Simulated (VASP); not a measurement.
# K2S (Fm-3m) in VASP: a series of runs, part 3 of 3

VASP 6.6.1.

### 7 Relaxation of cell and atoms, r2SCAN+rVV10

This run uses another cell than the first one, of 33.65 Å³/atom.

The input, POSCAR:

```
K2S
1.0
    0.0000000000      3.6955000000      3.6955000000
    3.6955000000      0.0000000000      3.6955000000
    3.6955000000      3.6955000000      0.0000000000
K S
2 1
Direct
    0.2500000000      0.2500000000      0.2500000000
    0.7500000000      0.7500000000      0.7500000000
    0.0000000000      0.0000000000      0.0000000000
```

The input, INCAR.step1:

```
SYSTEM = K2S
  PREC = Accurate
  ENCUT = 550
  ISMEAR = 0
  SIGMA = 0.01
  LREAL = .FALSE.
  LASPH = .TRUE.
  NELM = 120
  GGA = PE
  ALGO = Normal
  EDIFF = 1E-5
  LWAVE = .TRUE.
  LCHARG = .FALSE.
  GGA_COMPAT = .FALSE.
  IBRION = 2
  ISIF = 3
  EDIFFG = -0.005
  NELMIN = 4
  NSW = 100
```

The input, INCAR.step2:

```
SYSTEM = K2S
  PREC = Accurate
  ENCUT = 550
  EDIFF = 1E-7
  ISMEAR = 0
  SIGMA = 0.01
  LREAL = .FALSE.
  LASPH = .TRUE.
  NELM = 120
  ALGO = Normal
  ISIF = 3
  LWAVE = .FALSE.
  LCHARG = .FALSE.
  METAGGA = R2SCAN
  LMIXTAU = .TRUE.
  LUSE_VDW = .TRUE.
  IVDW_NL = 2
  BPARAM = 11.95
  CPARAM = 0.0093
  IBRION = 2
  NSW = 80
  EDIFFG = -0.05
  ISTART = 1
  GGA_COMPAT = .FALSE.
  NELMIN = 4
```

The input, KPOINTS:

```
regular mesh
0
G
  6 6 6
  0 0 0
```

Potentials or basis: VASP PAW PBE potentials, release 64 (K_sv, S).

On the command line:

```
$ cat potpaw_PBE.64/K_sv/POTCAR potpaw_PBE.64/S/POTCAR > POTCAR
$ cp INCAR.step1 INCAR
$ mpirun -np 1 vasp_std > vasp.out
$ cp INCAR.step2 INCAR
$ mpirun -np 1 vasp_std > vasp.out
```

OUTCAR:

```text
SYSTEM = K2S
   PREC = Accurate
   ENCUT = 550
   EDIFF = 1E-7
   ISMEAR = 0
   LREAL = .FALSE.
   LASPH = .TRUE.
   NELM = 120
   ISIF = 3
   METAGGA = R2SCAN
   IVDW_NL = 2
   BPARAM = 11.95
   IBRION = 2
   NSW = 80
   EDIFFG = -0.05
   ISTART = 1
   NELMIN = 4

 ion  position               nearest neighbor table
   1  0.250  0.250  0.250-   3 3.20   3 3.20   3 3.20   3 3.20   2 3.70   2 3.70   2 3.70   2 3.70
                             2 3.70   2 3.70
   2  0.750  0.750  0.750-   3 3.20   3 3.20   3 3.20   3 3.20   1 3.70   1 3.70   1 3.70   1 3.70
                             1 3.70   1 3.70
   3  0.000  0.000  0.000-   1 3.20   2 3.20   2 3.20   2 3.20   2 3.20   1 3.20   1 3.20   1 3.20

  LATTYP: Found a face centered cubic cell.
 ALAT       =     7.3910000000

  Lattice vectors:

 A1 = (   0.0000000000,   3.6955000000,   3.6955000000)
 A2 = (   3.6955000000,   0.0000000000,   3.6955000000)
 A3 = (   3.6955000000,   3.6955000000,   0.0000000000)

Analysis of symmetry for initial positions (statically):
=====================================================================
 Subroutine PRICEL returns:
 Original cell was already a primitive cell.

 Routine SETGRP: Setting up the symmetry group for a
 face centered cubic supercell.

 Subroutine GETGRP returns: Found 48 space group operations
 (whereof 48 operations were pure point group operations)
 out of a pool of 48 trial point group operations.

The static configuration has the point symmetry O_h .

Analysis of symmetry for dynamics (positions and initial velocities):
=====================================================================
 Subroutine PRICEL returns:
 Original cell was already a primitive cell.

[... 174 lines left out ...]
      1.84775      1.84775      1.84775         0.000000      0.000000      0.000000
      5.54325      5.54325      5.54325        -0.000000     -0.000000     -0.000000
      0.00000      0.00000      0.00000        -0.000000     -0.000000     -0.000000
 -----------------------------------------------------------------------------------
    total drift:                               -0.000000     -0.000000      0.000000

  FREE ENERGIE OF THE ION-ELECTRON SYSTEM (eV)
  ---------------------------------------------------
  free  energy   TOTEN  =       -23.0641231126 eV

  energy  without entropy=      -23.0641231126  energy(sigma->0) =      -23.06412311

--------------------------------------- Ionic step        2  -------------------------------------------

 number of electron      23.9999996 magnetization

 Free energy of the ion-electron system (eV)
  ---------------------------------------------------
  ext. energy  EPLUGINS =         0.00000000
  ---------------------------------------------------
  free energy    TOTEN  =       -23.06487648 eV

  energy without entropy =      -23.06487648  energy(sigma->0) =      -23.06487648

 E-fermi :  -0.4985     XC(G=0):  -7.8428

 val. band max:       -0.5948731869   @ k =   0.5000   0.5000   0.0000
 cond. band min:       2.0841762670   @ k =   0.0000   0.0000   0.0000
 fundamental gap:      2.6790494539
 Fermi energy:        -0.4984540434

 k-point     1 :       0.0000    0.0000    0.0000
  band No.  band energies     occupation
      1     -30.9742      2.00000
      2     -30.8893      2.00000
      3     -13.8016      2.00000
      4     -13.8016      2.00000
      5     -13.8016      2.00000
      6     -13.5596      2.00000
[... 281 lines left out ...]
      3     -14.0089      2.00000
      4     -13.8867      2.00000
      5     -13.7831      2.00000
      6     -13.6104      2.00000
[... 8 lines left out ...]
     15       6.0841      0.00000
     16       6.7575      0.00000

------------------------ aborting loop because EDIFF is reached ----------------------------------------

  FORCE on cell =-STRESS in cart. coord.  units (eV):
  Direction    XX          YY          ZZ          XY          YZ          ZX
  --------------------------------------------------------------------------------------
  -------------------------------------------------------------------------------------
  Total       -0.0535179     -0.0535179     -0.0535179     -0.0000000      0.0000000     -0.0000000
  in kB       -0.8557210     -0.8557210     -0.8557210     -0.0000000      0.0000000     -0.0000000
  external PRESSURE =      -0.8557210 kB  Pullay stress =       0.0000000 kB

 VOLUME and BASIS-vectors are now :
 -----------------------------------------------------------------------------
  energy-cutoff  :      550.00
  volume of cell :      100.20
      direct lattice vectors                 reciprocal lattice vectors
    -0.000000000  3.686513799  3.686513799    -0.135629494  0.135629494  0.135629494
     3.686513799  0.000000000  3.686513799     0.135629494 -0.135629494  0.135629494
     3.686513799  3.686513799  0.000000000     0.135629494  0.135629494 -0.135629494

 POSITION                                       TOTAL-FORCE (eV/Angst)
 -----------------------------------------------------------------------------------
      1.84326      1.84326      1.84326         0.000000      0.000000      0.000000
      5.52977      5.52977      5.52977        -0.000000     -0.000000     -0.000000
      7.37303      3.68651      3.68651        -0.000000     -0.000000      0.000000
 -----------------------------------------------------------------------------------
    total drift:                               -0.000000     -0.000000      0.000000

  FREE ENERGIE OF THE ION-ELECTRON SYSTEM (eV)
  ---------------------------------------------------
  free  energy   TOTEN  =       -23.0648764783 eV

  energy  without entropy=      -23.0648764783  energy(sigma->0) =      -23.06487648

 reached required accuracy - stopping structural energy minimisation
```

OUTCAR.step1:

```text
SYSTEM = K2S
   PREC = Accurate
   ENCUT = 550
   ISMEAR = 0
   LREAL = .FALSE.
   LASPH = .TRUE.
   NELM = 120
   GGA = PE
   EDIFF = 1E-5
   IBRION = 2
   ISIF = 3
   EDIFFG = -0.005
   NELMIN = 4
   NSW = 100

[... 419 lines left out ...]
 cond. band min:       1.8755080994   @ k =   0.0000   0.0000   0.0000
 fundamental gap:      2.3116969098
 Fermi energy:        -0.3289421389

 k-point     1 :       0.0000    0.0000    0.0000
  band No.  band energies     occupation
      1     -29.7090      2.00000
      2     -29.6352      2.00000
      3     -13.2939      2.00000
      4     -13.2939      2.00000
      5     -13.2939      2.00000
      6     -13.0736      2.00000
[... 323 lines left out ...]
  FREE ENERGIE OF THE ION-ELECTRON SYSTEM (eV)
  ---------------------------------------------------
  free  energy   TOTEN  =        -9.4206244005 eV

  energy  without entropy=       -9.4206244005  energy(sigma->0) =       -9.42062440

 reached required accuracy - stopping structural energy minimisation
```

Run time: 15 min. Hardware: 1 thread of AMD EPYC 7R43 (Zen 3), shared host; peak memory 0.46 GiB.

What came out:

```
Free energy                           : -23.0649 eV
Relaxed volume                        : 33.40 Å³/atom
Relaxed cell                          : a = 5.214 Å, b = 5.214 Å, c = 5.214 Å, α = 60.00°, β = 60.00°, γ = 60.00°
Space group after relaxing (to 0.1 Å) : Fm-3m (No. 225)
Energy gained by relaxing             : 0.3 meV/atom
Ionic steps                           : 2
Pressure after relaxing               : -0.1 GPa
Band gap on the k mesh                : 2.68 eV (least direct gap 2.89 eV)
```

Step by step:
```
step  energy change (eV)  largest force (eV/Å)  pressure (GPa)  volume (Å³)
   1              0.0000                0.0000           -0.24       100.94
   2             -0.0008                0.0000           -0.09       100.20
```

Final structure:
```
K S
1.0
     0.00000    3.68651    3.68651
     3.68651    0.00000    3.68651
     3.68651    3.68651    0.00000
K S
2 1
Direct
  0.25000 0.25000 0.25000
  0.75000 0.75000 0.75000
  0.00000 0.00000 0.00000
```

Caveat: the PAW data sets were made with another functional, which shifts forces and pressure a little.

### 8 Overview

| task | level | potentials or basis | cell | cutoff (eV) | gap on the mesh (eV) | pressure (GPa) | relaxed volume (Å³/atom) |
| --- | --- | --- | --- | --- | --- | --- | --- |
| single point | LDA | VASP PAW LDA potentials, release 64 (K_sv, S) | a = 5.085 Å, angles 60.0°, 3 atoms | 500 | 2.32 | 0.1 | - |
| single point | PBE+D4 | VASP PAW PBE potentials, release 64 (K_sv, S) | a = 5.230 Å, angles 60.0°, 3 atoms | 500 | 2.39 | 0.1 | - |
| single point | r2SCAN+rVV10 | VASP PAW PBE potentials, release 64 (K_sv, S) | a = 5.203 Å, angles 60.0°, 3 atoms | 550 | 2.69 | 0.0 | - |
| relaxation of cell and atoms | PBE+D4 | VASP PAW PBE potentials, release 64 (K_sv, S) | relaxed from a = 5.226 Å, angles 60.0°, 3 atoms | 500 | 2.39 | 0.1 | - |
| relaxation of cell and atoms | LDA | VASP PAW LDA potentials, release 64 (K_sv, S) | relaxed from a = 5.226 Å, angles 60.0°, 3 atoms | 500 | 2.30 | 0.0 | 31.14 |
| relaxation of cell and atoms | r2SCAN+rVV10 | VASP PAW PBE potentials, release 64 (K_sv, S) | relaxed from a = 5.226 Å, angles 60.0°, 3 atoms | 550 | 2.68 | -0.1 | 33.40 |

Alike in all rows: no spin polarisation; k mesh 6 × 6 × 6; smearing gaussian 0.01 eV.

Caveats: the PAW data sets were made with another functional, which shifts forces and pressure a little (at least some runs); the relaxation stopped at its first step, so nothing moved (at least some runs).

Total energies depend on the potentials used, so only differences within one code and one set of settings carry meaning.
